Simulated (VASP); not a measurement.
Write the native input for VASP 6.6.1 that does the following.

* Task: single point
* Functional: PBE
* Potentials or basis: VASP PAW PBE potentials, release 64 (Sc_sv, H)
* Cutoff: 520 eV
* k mesh: 4 × 4 × 4
* Occupations: gaussian, width 0.1 eV
* Spin: no spin polarisation
* Dipole correction: no
* Further INCAR settings: ALGO = Fast; EDIFF = 1e-06; NBANDS = 25

The structure of Sc3H lies in POSCAR:

```
Sc3H
1.0
    4.3309982868      0.0000000000      0.0000000000
    0.0000000000      4.3309982868      0.0000000000
    0.0000000000      0.0000000000      4.3309982868
Sc H
3 1
Direct
    0.0000000000      0.5000000000      0.5000000000
    0.5000000000      0.0000000000      0.5000000000
    0.5000000000      0.5000000000      0.0000000000
    0.0000000000      0.0000000000      0.0000000000
```

One way to write it, as run:

INCAR

```
  PREC = Accurate
  ENCUT = 520
  EDIFF = 1E-6
  ISMEAR = 0
  SIGMA = 0.1
  LREAL = False
  LASPH = True
  NELM = 80
  ALGO = Fast
  ISIF = 2
  LWAVE = False
  LCHARG = False
  GGA = PE
  NBANDS = 25
```

KPOINTS

```
regular mesh
0
Gamma
  4 4 4
```

Potentials or basis: VASP PAW PBE potentials, release 64 (Sc_sv, H).

Run with:

```console
$ cat potpaw_PBE.64/Sc_sv/POTCAR potpaw_PBE.64/H/POTCAR > POTCAR
$ mpirun -np 1 vasp_std > vasp.out
```

It gave:

| Quantity | Value |
| --- | --- |
| Pressure | 0.1 GPa |
| Band gap on the k mesh | zero (bands 17 and 18 overlap by 1.03 eV) |

Caveat: the k points lie up to 0.36 Å⁻¹ apart, too coarse for converged energies and pressures of a metal.

It took 29 s on 1 thread of AMD EPYC 9755 128-Core Processor, with other jobs on the host, peak memory 0.14 GiB.
